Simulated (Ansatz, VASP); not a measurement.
**SrO in VASP and in Ansatz**

```
CELL_PARAMETERS angstrom
0.00000 2.56120 2.56120
2.56120 0.00000 2.56120
2.56120 2.56120 0.00000
ATOMIC_POSITIONS crystal
Sr 0.00000 0.00000 0.00000
O 0.50000 0.50000 0.50000
```

Alike in both runs: task single point; functional PBEsol; k mesh 6 × 6 × 6; no spin polarisation.

```csv
,VASP,Ansatz
version,VASP 6.6.1,Ansatz 0.2.0
potentials or method,"VASP PAW PBE potentials, release 64 (Sr_sv, O), cutoff 600 eV","scalar-relativistic, plane waves, PAW"
occupations,"gaussian, width 0.01 eV",fixed
valence electrons in the cell,16,16
```

VASP gave:

```
gap on the k mesh at the Fermi level (eV) : 3.15
least direct gap on the mesh (eV)         : 3.23
pressure (GPa)                            : 0.6
```

Estimate Ansatz's values.

gap on the k mesh at the Fermi level (eV): 3.20; least direct gap on the mesh (eV): 3.26; pressure (GPa): 0.0.

VASP's potentials were made for PBE, not for PBEsol.
